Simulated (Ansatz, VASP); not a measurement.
# Na3HSe: VASP beside Ansatz

```
Na H Se
1.0
     4.49818    0.00000    0.00000
     0.00000    4.49818    0.00000
     0.00000    0.00000    4.49818
Na H Se
3 1 1
Direct
  0.00000 0.50000 0.50000
  0.50000 0.00000 0.50000
  0.50000 0.50000 0.00000
  0.50000 0.50000 0.50000
  0.00000 0.00000 0.00000
```

Alike in both runs: functional r2SCAN; k mesh 6 × 6 × 6; occupations gaussian, width 0.02 eV; no spin polarisation.

Ansatz relaxed the structure, and its values are those at the end. VASP's run is a single point on that final structure, the one shown.

|  | VASP | Ansatz |
| --- | --- | --- |
| version | VASP 6.6.1 | Ansatz 0.2.0 |
| potentials or method | VASP PAW PBE potentials, release 64 (Na_pv, H, Se), cutoff 520 eV | scalar-relativistic, plane waves, PAW |
| valence electrons in the cell | 28 | 44 |

|  | VASP | Ansatz | Ansatz less VASP |
| --- | --- | --- | --- |
| gap on the k mesh at the Fermi level (eV) | 3.62 | 3.58 | -0.031 |
| least direct gap on the mesh (eV) | 3.75 | 3.73 | -0.026 |
| pressure (GPa) | -0.2 | 0.0 | +0.20 |

VASP's potentials were made for PBE, not for r2SCAN. VASP's potentials hold 28 valence electrons a cell and Ansatz's 44, so a difference there can come from the potentials and not from the codes.
